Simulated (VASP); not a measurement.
A run of VASP 6.6.1 is set up as follows.

Contents of INCAR:

```
SYSTEM = Ag
ALGO = Normal ; DIPOL = 0.5 0.5 0.497
EDIFF = 1E-7 ; ENCUT = 520
GGA = PS ; IDIPOL = 3
ISIF = 2 ; ISMEAR = 0
LASPH = .True. ; LCHARG = .True.
LDIPOL = .True. ; LELF = .True.
LREAL = .False. ; LVACPOTAV = .True.
LVHAR = .True. ; LWAVE = .False.
NBANDS = 36 ; NELM = 80
PREC = Accurate ; SIGMA = 0.1
```

Contents of KPOINTS:

```
k-points
0
Gamma
  21 21 1
  0 0 0
```

The input POSCAR:

```
Ag
1.0
    2.8893797300      0.0000000000      0.0000000000
   -1.4446898600      2.5022762500      0.0000000000
    0.0000000000      0.0000000000     26.4366746975
Ag
5
Direct
    0.6666666663      0.3333333326      0.3215230394
    0.3333333326      0.6666666663      0.4107615249
    0.0000000000      0.0000000000      0.4978181449
    0.6666666663      0.3333333326      0.5848717390
    0.3333333326      0.6666666663      0.6724610184
```

Potentials or basis: VASP PAW PBE potentials, release 64 (Ag).

The run is started by

```bash
$ cat potpaw_PBE.64/Ag/POTCAR > POTCAR
$ mpirun -np 1 vasp_std > vasp.out
```

Problem. Predict the largest force.

Solution. 0.214 eV/Å.

Problem. Predict the band gap on the k mesh.

Solution. Zero (an odd number of electrons rules out a gap without spin polarisation).

Forces in eV/Å, atoms in the order of the input:
```
Ag   0.000  0.000  0.158
Ag   0.000  0.000 -0.214
Ag   0.000  0.000 -0.006
Ag   0.000  0.000  0.088
Ag   0.000  0.000 -0.027
```

Caveat: the PAW data sets were made with another functional, which shifts forces and pressure a little.
